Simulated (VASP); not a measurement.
Hg, 1 atom in the cell. Symmetry: I4/mmm, No. 139, tetragonal system. Conventional cell: a = 3.484 Å, b = 3.484 Å, c = 3.559 Å, α = 90.00°, β = 90.00°, γ = 90.00°. Hg (site symmetry 4/mmm) has 14 Hg at 3.04 to 3.56 Å within 4.0 Å. 

```yaml
Program: VASP 6.6.1
Task: single point
Functional: r2SCAN
Dispersion: rVV10
Potentials_or_basis: VASP PAW PBE potentials, release 64 (Hg)
Cutoff: 550 eV
k_mesh: 10 × 10 × 10
Occupations: gaussian, width 0.01 eV
Spin: non-collinear spin, zero start, spin-orbit coupling
Starting_moments: "[[0.0, 0.0, 0.0]] μB"
Dipole_correction: no
Further_INCAR_settings: ALGO = Normal; EDIFF = 1e-06; NBANDS = 23
```

Potentials or basis: VASP PAW PBE potentials, release 64 (Hg).

Run with:

```bash
$ cat potpaw_PBE.64/Hg/POTCAR > POTCAR
$ cp INCAR.step1 INCAR
$ mpirun -np 1 vasp_ncl > vasp.out
$ cp INCAR.step2 INCAR
$ mpirun -np 1 vasp_ncl > vasp.out
```

Hardware: 1 thread of Intel(R) Xeon(R) Platinum 8259CL CPU @ 2.50GHz (Skylake/Cascade Lake), with other jobs on the host.

How long does it take, and how much memory?

Run time: 6.1 min on 1 thread of Intel(R) Xeon(R) Platinum 8259CL CPU @ 2.50GHz (Skylake/Cascade Lake), on a shared host, peak memory 0.35 GiB. Counts: k points 102.
